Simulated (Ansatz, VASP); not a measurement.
Fe: VASP beside Ansatz

```
CELL_PARAMETERS angstrom
0.00000 1.90244 1.92533
1.46811 0.00000 1.92533
1.46811 1.90244 0.00000
ATOMIC_POSITIONS crystal
Fe 0.00000 0.00000 0.00000
```

Change from the starting cell: volume scaled by 0.9405, crystal datasets.

Alike in both runs: task electric field gradients; functional LDA; k mesh 16 × 16 × 16; occupations fermi-dirac, width 0.05 eV; collinear spin.

```csv
,VASP,Ansatz
version,VASP 6.6.1,Ansatz 0.2.0
potentials or method,"VASP PAW LDA potentials, release 64 (Fe), cutoff 520 eV","all-electron PAW with datasets made for the crystal, scalar-relativistic"
```

```tsv
	VASP	Ansatz	Ansatz less VASP
pressure (GPa)	-8.6	-7.6	+0.91
traceless stress, the component that is largest in VASP (GPa)	-6.79	-6.84	-0.052
net moment per atom (μB)	1.99	2.03	+0.039
size of the moment on the site where the two differ most (μB)	1.96	2.03	+0.074
size of Vzz on the site where it differs most (V/Å²)	10.0	10.9	+0.90
```

LDA's correlation is that of Perdew and Zunger in VASP and of Perdew and Wang (1992) in Ansatz. Site moments also hang on the region over which each program counts them. Ansatz ran all-electron here, and VASP with PAW potentials. Ansatz's warnings: printed levels off.
